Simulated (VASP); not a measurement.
# Ti in VASP: single point with r2SCAN

Aim: the single point of Ti with r2SCAN.

All numbers are computed with VASP 6.6.1; they aren't measurements. Logs are shortened: lines on timing, memory, paths and dates and some standing lists are left out, and cuts for length are marked.

### 1 The cell of the first run

The typed cell holds 1 atom: a = 2.897 Å, b = 2.897 Å, c = 2.897 Å, α = 120.00°, β = 120.00°, γ = 90.01°.

This isn't the form of Ti at room conditions, which is hcp.

### 2 Single point, r2SCAN

Input file POSCAR:

```
Ti
1.0
   -1.4485805760      1.4485805760      2.0482929345
    1.4485805760     -1.4485805760      2.0482929345
    1.4485805760      1.4485805760     -2.0482929345
Ti
1
Direct
    0.0000000000      0.0000000000      0.0000000000
```

Input file INCAR.step1:

```
SYSTEM = Ti
ALGO = Normal ; EDIFF = 1E-4
ENCUT = 520 ; GGA = PE
ISMEAR = 0 ; LASPH = .TRUE.
LCHARG = .FALSE. ; LREAL = .FALSE.
LWAVE = .TRUE. ; NBANDS = 12
NELM = 80 ; PREC = Accurate
SIGMA = 0.15
```

Input file INCAR.step2:

```
SYSTEM = Ti
ALGO = Normal ; EDIFF = 1E-6
ENCUT = 520 ; ISIF = 2
ISMEAR = 0 ; ISTART = 1
LASPH = .TRUE. ; LCHARG = .FALSE.
LMIXTAU = .TRUE. ; LREAL = .FALSE.
LWAVE = .FALSE. ; METAGGA = R2SCAN
NBANDS = 12 ; NELM = 80
PREC = Accurate ; SIGMA = 0.15
```

Input file KPOINTS:

```
k-points
0
G
  28 28 28
  0 0 0
```

Potentials or basis: VASP PAW PBE potentials, release 64 (Ti_sv).

Started as:

```bash
$ cat potpaw_PBE.64/Ti_sv/POTCAR > POTCAR
$ cp INCAR.step1 INCAR
$ mpirun -np 1 vasp_std > vasp.out
$ cp INCAR.step2 INCAR
$ mpirun -np 1 vasp_std > vasp.out
```

OUTCAR:

```text
SYSTEM = Ti
   EDIFF = 1E-6
   ENCUT = 520
   ISIF = 2
   ISMEAR = 0
   ISTART = 1
   LASPH = .TRUE.
   LREAL = .FALSE.
   METAGGA = R2SCAN
   NELM = 80
   PREC = Accurate

 ion  position               nearest neighbor table
   1  0.000  0.000  0.000-

  LATTYP: Found a body centered tetragonal cell.
 ALAT       =     2.8971611520
 C/A-ratio  =     1.4140000000

  Lattice vectors:

 A1 = (  -1.4485805760,   1.4485805760,   2.0482929345)
 A2 = (   1.4485805760,  -1.4485805760,   2.0482929345)
 A3 = (   1.4485805760,   1.4485805760,  -2.0482929345)

Analysis of symmetry for initial positions (statically):
=====================================================================
 Subroutine PRICEL returns:
 Original cell was already a primitive cell.

 Routine SETGRP: Setting up the symmetry group for a
 body centered tetragonal supercell.

 Subroutine GETGRP returns: Found 16 space group operations
 (whereof 16 operations were pure point group operations)
 out of a pool of 16 trial point group operations.

The static configuration has the point symmetry D_4h.

Analysis of symmetry for dynamics (positions and initial velocities):
=====================================================================
 Subroutine PRICEL returns:
 Original cell was already a primitive cell.

 Routine SETGRP: Setting up the symmetry group for a
 body centered tetragonal supercell.

 Subroutine GETGRP returns: Found 16 space group operations
 (whereof 16 operations were pure point group operations)
 out of a pool of 16 trial point group operations.

The dynamic configuration has the point symmetry D_4h.

 Subroutine INISYM returns: Found 16 space group operations
 (whereof 16 operations are pure point group operations),
 and found     1 'primitive' translations

----------------------------------------------------------------------------------------

                                     Primitive cell

  volume of cell :      17.1924

  direct lattice vectors                    reciprocal lattice vectors
    -1.448580576  1.448580576  2.048292935     0.000000000  0.345165473  0.244105709
     1.448580576 -1.448580576  2.048292935     0.345165473  0.000000000  0.244105709
     1.448580576  1.448580576 -2.048292935     0.345165473  0.345165473  0.000000000

  length of vectors
     2.896942408  2.896942408  2.896942408     0.422760927  0.422760927  0.488137693

  position of ions in fractional coordinates (direct lattice)
     0.000000000  0.000000000  0.000000000

  ion indices of the primitive-cell ions
   primitive index   ion index
                 1           1

----------------------------------------------------------------------------------------

 KPOINTS: k-points

Automatic generation of k-mesh.
 Grid dimensions read from file:
 generate k-points for:   28   28   28

 Generating k-lattice:

  Cartesian coordinates                     Fractional coordinates (reciprocal lattice)
     0.000000000  0.012327338  0.008718061     0.035714286  0.000000000  0.000000000
     0.012327338  0.000000000  0.008718061     0.000000000  0.035714286  0.000000000
     0.012327338  0.012327338  0.000000000     0.000000000  0.000000000  0.035714286

  Length of vectors
     0.015098605  0.015098605  0.017433489

  Shift w.r.t. Gamma in fractional coordinates (k-lattice)
     0.000000000  0.000000000  0.000000000

 Subroutine IBZKPT returns following result:
 ===========================================

 Found   1639 irreducible k-points:

 Following reciprocal coordinates:
            Coordinates               Weight
  0.000000  0.000000  0.000000      1.000000
  0.035714 -0.000000  0.000000      8.000000
  0.071429 -0.000000  0.000000      8.000000
  0.107143 -0.000000  0.000000      8.000000
  0.142857  0.000000 -0.000000      8.000000
  0.178571 -0.000000  0.000000      8.000000
[... 16 lines left out ...]
  0.285714  0.035714  0.000000     16.000000
  0.321429  0.035714 -0.000000     16.000000
 [... further k-points ...]
   k-points           NKPTS =   1639   k-points in BZ     NKDIM =   1639   number of bands    NBANDS=     12
   number of dos      NEDOS =    301   number of ions     NIONS =      1
   total plane-waves  NPLWV =  13824
   dimension x,y,z NGX =    24 NGY =   24 NGZ =   24
   dimension x,y,z NGXF=    48 NGYF=   48 NGZF=   48
   ions per type =               1
   NGX,Y,Z   is equivalent  to a cutoff of  13.77, 13.77, 13.77 a.u.
   NGXF,Y,Z  is equivalent  to a cutoff of  27.55, 27.55, 27.55 a.u.
 SYSTEM =  Ti
   PREC   = accura    normal or accurate (medium, high low for compatibility)
   ISTART =      1    job   : 0-new  1-cont  2-samecut
   ICHARG =      0    charge: 1-file 2-atom 10-const
   ISPIN  =      1    spin polarized calculation?
   LNONCOLLINEAR =      F non collinear calculations
   LSORBIT =      F    spin-orbit coupling
   LASPH  =      T    aspherical Exc in radial PAW
   ENCUT  =  520.0 eV  38.22 Ry    6.18 a.u.   5.39  5.39  5.39*2*pi/ulx,y,z
   NELM   =     80;   NELMIN=  2; NELMDL=  0     # of ELM steps
   EDIFF  = 0.1E-05   stopping-criterion for ELM
   LREAL  =      F    real-space projection
   EDIFFG = 0.1E-04   stopping-criterion for IOM
   NSW    =      0    number of steps for IOM
   IBRION =     -1    ionic relax: 0-MD 1-quasi-New 2-CG
   NFREE  =      0    steps in history (QN), initial steepest desc. (CG)
   ISIF   =      2    stress and relaxation
   ISYM   =      2    0-nonsym 1-usesym 2-fastsym
   POTIM  = 0.5000    time-step for ionic-motion
   TEBEG  =    0.0;   TEEND  =   0.0 temperature during run
   PSTRESS=    0.0 pullay stress
   NELECT =      12.0000    total number of electrons
   NUPDOWN=      -1.0000    fix difference up-down
   EMIN   =  10.00;   EMAX   =-10.00  energy-range for DOS
   EFERMI =   0.00;   METHOD = LEGACY
   ISMEAR =     0;   SIGMA  =   0.15  broadening in eV -4-tet -1-fermi 0-gaus
   EFERMI_NEDOS =   21; number of points for ismear=-14 and -15
   IALGO  =     38    algorithm
   IMIX   =      4    mixing-type and parameters
     AMIX     =   0.40;   BMIX     =  1.00
     AMIX_MAG =   1.60;   BMIX_MAG =  1.00
  volume/ion in A,a.u.               =      17.19       116.02
  Fermi-wavevector in a.u.,A,eV,Ry     =   1.452188  2.744237 28.692639  2.108849
  Thomas-Fermi vector in A             =   2.569599
   LORBIT       =      0    0 simple, 1 ext, 2 COOP (PROOUT), +10 PAW based schemes
   METAGGA = R2SCAN    functional components
   LHFCALC =     F    Hartree Fock is set to
   AEXX    =    0.0000 exact exchange contribution
   IVDW    =     0    specifies the selected vdW correction
   LEPSILON=     F    determine dielectric tensor
   LRPA    =     F    only Hartree local field effects (RPA)
 non-spin polarized calculation
 Gauss-broadening in eV      SIGMA  =   0.15
  energy-cutoff  :      520.00
  volume of cell :       17.19
 maximum number of plane-waves:       483
 NGX is ok and might be reduce to    24
   NGX = 11   NGY = 11   NGZ = 11

 number of electron      12.0000003 magnetization

 Free energy of the ion-electron system (eV)
  ---------------------------------------------------
  ext. energy  EPLUGINS =         0.00000000
  ---------------------------------------------------
  free energy    TOTEN  =       -12.88728280 eV

  energy without entropy =      -12.86988885  energy(sigma->0) =      -12.87858582

 E-fermi :   8.3411     XC(G=0): -12.4644

 val. band max:        8.3395295089   @ k =  -0.1429  -0.2143   0.0714
 cond. band min:       8.3423652224   @ k =  -0.1071   0.4286   0.0714
 fundamental gap:      0.0028357135
 Fermi energy:         8.3410571770

 k-point     1 :       0.0000    0.0000    0.0000
  band No.  band energies     occupation
      1     -50.6848      2.00000
      2     -25.4763      2.00000
      3     -25.4762      2.00000
      4     -25.4762      2.00000
      5       1.8478      2.00000
      6       9.3492      0.00000
      7       9.3492      0.00000
      8       9.3504      0.00000
      9      11.1771      0.00000
     10      11.1785      0.00000
     11      24.1789      0.00000
     12      29.1206      0.00000

 k-point     2 :       0.0357   -0.0000    0.0000
  band No.  band energies     occupation
      1     -50.6831      2.00000
      2     -25.4856      2.00000
      3     -25.4774      2.00000
      4     -25.4774      2.00000
      5       1.8913      2.00000
      6       9.3205      0.00000
      7       9.3653      0.00000
      8       9.3661      0.00000
      9      11.1660      0.00000
     10      11.1674      0.00000
     11      24.2172      0.00000
     12      28.7046      0.00000

 k-point     3 :       0.0714   -0.0000    0.0000
  band No.  band energies     occupation
      1     -50.6783      2.00000
      2     -25.5133      2.00000
      3     -25.4808      2.00000
      4     -25.4808      2.00000
      5       2.0207      2.00000
      6       9.2365      0.00000
      7       9.4112      0.00000
      8       9.4120      0.00000
      9      11.1357      0.00000
     10      11.1371      0.00000
     11      24.3164      0.00000
     12      27.7924      0.00000
[... 286 lines left out ...]
 k-point    23 :       0.2857    0.0357    0.0000
  band No.  band energies     occupation
      1     -50.5975      2.00000
      2     -25.9486      2.00000
      3     -25.5479      2.00000
      4     -25.5301      2.00000
      5       4.3653      2.00000
      6       8.2877      1.38518
      7       9.5474      0.00000
      8       9.5984      0.00000
      9      11.2879      0.00000
     10      11.6046      0.00000
     11      20.5900      0.00000
     12      24.6190      0.00000

 k-point    24 :       0.3214    0.0357   -0.0000
  band No.  band energies     occupation
      1     -50.5837      2.00000
      2     -26.0206      2.00000
      3     -25.5568      2.00000
      4     -25.5400      2.00000
      5       4.7853      2.00000
      6       8.2663      1.51918
      7       9.4716      0.00000
      8       9.5206      0.00000
      9      11.4991      0.00000
     10      11.7964      0.00000
     11      19.6377      0.00000
     12      24.3118      0.00000

 [... further k-points ...]
[... 5 lines left out ...]
  --------------------------------------------------------------------------------------
  -------------------------------------------------------------------------------------
  Total        0.1653710      0.1653710      0.1658881      0.0000000     -0.0000000      0.0000000
  in kB       15.4110658     15.4110658     15.4592545      0.0000000     -0.0000000      0.0000000
  external PRESSURE =      15.4271287 kB  Pullay stress =       0.0000000 kB

 VOLUME and BASIS-vectors are now :
 -----------------------------------------------------------------------------
  energy-cutoff  :      520.00
  volume of cell :       17.19
      direct lattice vectors                 reciprocal lattice vectors
    -1.448580576  1.448580576  2.048292935     0.000000000  0.345165473  0.244105709
     1.448580576 -1.448580576  2.048292935     0.345165473  0.000000000  0.244105709
     1.448580576  1.448580576 -2.048292935     0.345165473  0.345165473  0.000000000

 POSITION                                       TOTAL-FORCE (eV/Angst)
 -----------------------------------------------------------------------------------
      0.00000      0.00000      0.00000         0.000000      0.000000      0.000000
 -----------------------------------------------------------------------------------
    total drift:                               -0.000000      0.000000      0.000000

  FREE ENERGIE OF THE ION-ELECTRON SYSTEM (eV)
  ---------------------------------------------------
  free  energy   TOTEN  =       -12.8872828000 eV

  energy  without entropy=      -12.8698888452  energy(sigma->0) =      -12.87858582
```

Wall time 28 min (1 thread of Oxide Virtual Turin-like, shared host); peak memory 0.39 GiB.

What came out:

```yaml
Free_energy: -12.8873 eV
Pressure: 1.5 GPa
Band_gap_on_the_k_mesh: zero (bands 6 and 7 overlap by 1.43 eV)
```

Levels at points of the mesh, in eV from the Fermi level:
| k point | band 3 | band 4 | band 5 | band 6 | band 7 | band 8 | band 9 | band 10 |
| --- | --- | --- | --- | --- | --- | --- | --- | --- |
| (0.00, 0.00, 0.00) | -33.82 | -33.82 | -6.49 | 1.01 | 1.01 | 1.01 | 2.84 | 2.84 |
| (0.50, 0.00, 0.00) | -33.91 | -33.91 | -2.73 | 0.48 | 0.93 | 0.94 | 3.88 | 3.88 |
| (0.50, 0.50, 0.00) | -34.07 | -34.07 | -2.69 | -1.80 | 2.86 | 3.94 | 4.12 | 4.12 |
| (0.50, 0.50, 0.50) | -34.07 | -34.07 | -2.69 | -1.80 | 2.86 | 3.94 | 4.12 | 4.12 |

Caveat: the PAW data sets were made with another functional, which shifts forces and pressure a little.
